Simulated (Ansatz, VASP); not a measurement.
**Two plane-wave programs on Bi2Se3**

```
CELL_PARAMETERS angstrom
2.09357 1.20873 10.42128
-2.09357 1.20873 10.42128
0.00000 -2.41745 10.42128
ATOMIC_POSITIONS crystal
Bi 0.39567 0.39567 0.39567
Bi 0.60433 0.60433 0.60433
Se 0.00000 0.00000 0.00000
Se 0.22090 0.22090 0.22090
Se 0.77910 0.77910 0.77910
```

Alike in both runs: functional PBE; k mesh 6 × 6 × 6; no spin polarisation.

Ansatz relaxed the structure, and its values are those at the end. VASP's run is a single point on that final structure, the one shown.

|  | VASP | Ansatz |
| --- | --- | --- |
| version | VASP 6.6.1 | Ansatz 0.2.0 |
| potentials or method | VASP PAW PBE potentials, release 64 (Bi_d, Se), cutoff 500 eV | plane waves, PAW |
| occupations | gaussian, width 0.01 eV | fixed |
| valence electrons in the cell | 48 | 78 |

Ansatz gave:

* gap on the k mesh at the Fermi level (eV): 0.69
* pressure (GPa): 0.0
* rms of the force components (eV/Å): 0.000

Task: What did VASP give for the same quantities?

Result: gap on the k mesh at the Fermi level (eV): 0.69; pressure (GPa): 0.0; rms of the force components (eV/Å): 0.005.

VASP's potentials hold 48 valence electrons a cell and Ansatz's 78, so a difference there can come from the potentials and not from the codes.

Spin-orbit coupling is off throughout.
